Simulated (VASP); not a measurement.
Wanted: the native input for a VASP 6.6.1 run.

| Item | Value |
| --- | --- |
| Task | single point |
| Functional | PBE |
| Potentials or basis | VASP PAW PBE potentials, release 64 (Co, O) |
| Cutoff | 520 eV |
| k mesh | 1 × 1 × 1 |
| Occupations | gaussian, width 0.01 eV |
| Spin | collinear spin, antiferromagnetic start |
| Starting moments | [-2.27, 2.27, -0.16, 0.16] μB |
| Dipole correction | no |
| Further INCAR settings | ALGO = Normal; EDIFF = 1e-06; NBANDS = 27 |

The structure of CoO lies in POSCAR:

```
CoO
1.0
    1.6022198417      0.9250420569      5.1329417806
   -1.6022198417      0.9250420569      5.1329417806
    0.0000000000     -1.8500841138      5.1329417806
Co O
2 2
Direct
    0.9994877300      0.9994877300      0.9994877300
    0.4994905900      0.4994905900      0.4994905900
    0.3754955300      0.3754955300      0.3754955300
    0.8755255000      0.8755255000      0.8755255000
```

One way to write it, as run:

INCAR

```
  ALGO = Normal
  EDIFF = 1E-6
  ENCUT = 520
  GGA = PE
  ISIF = 2
  ISMEAR = 0
  ISPIN = 2
  LASPH = True
  LCHARG = False
  LMAXMIX = 4
  LORBIT = 11
  LREAL = False
  LWAVE = False
  MAGMOM = -2.27 2.27 -0.16 0.16
  NBANDS = 27
  NELM = 150
  PREC = Accurate
  SIGMA = 0.01
```

KPOINTS

```
k-points
0
Gamma
  1 1 1
```

Potentials or basis: VASP PAW PBE potentials, release 64 (Co, O).

Run with:

```console
$ cat potpaw_PBE.64/Co/POTCAR potpaw_PBE.64/O/POTCAR > POTCAR
$ mpirun -np 1 vasp_gam > vasp.out
```

Results of the run:

```
Pressure                                              : 3.9 GPa
Largest force                                         : 2.569 eV/Å
Band gap on the k mesh                                : 0.02 eV
Net moment                                            : 0.00 μB per cell
Site moments                                          : Co -1.82, +1.82; O -0.47, +0.47 μB
Valence electrons inside the program's atomic spheres : Co 8.11; O 5.02
```

Caveat: the k points lie up to 2.30 Å⁻¹ apart; forces of over 1 eV/Å act on the atoms, so gaps and moduli don't describe the material at rest.

Run time: 26 s on 1 thread of Intel(R) Xeon(R) Platinum 8559C (Emerald Rapids), with other jobs on the host, peak memory 0.3 GiB.
